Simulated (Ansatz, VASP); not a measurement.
## AlN: VASP beside Ansatz

```
Al N
1.0
     3.13016    0.00000    0.00000
     0.00000    5.01811    0.00000
     0.00000    0.00000   19.61440
Al N
4 4
Direct
  0.00000 0.08183 0.42434
  0.50000 0.55566 0.44549
  0.50000 0.05566 0.55451
  0.00000 0.58182 0.57566
  0.00000 0.43193 0.41034
  0.50000 0.93059 0.45298
  0.50000 0.43059 0.54702
  0.00000 0.93193 0.58966
```

Alike in both runs: task single point; functional PBE; k mesh 10 × 6 × 1; occupations fermi-dirac, width 0.02 eV; no spin polarisation.

```csv
,VASP,Ansatz
version,VASP 6.6.1,Ansatz 0.2.0
potentials or method,"VASP PAW PBE potentials, release 64 (Al, N), cutoff 520 eV","all-electron LAPW, scalar-relativistic"
```

|  | VASP | Ansatz | Ansatz less VASP |
| --- | --- | --- | --- |
| gap on the k mesh at the Fermi level (eV) | 2.53 | 2.55 | +0.021 |
| rms of the force components (eV/Å) | 0.007 | 0.006 | -0.0013 |

Ansatz ran all-electron here, and VASP with PAW potentials.
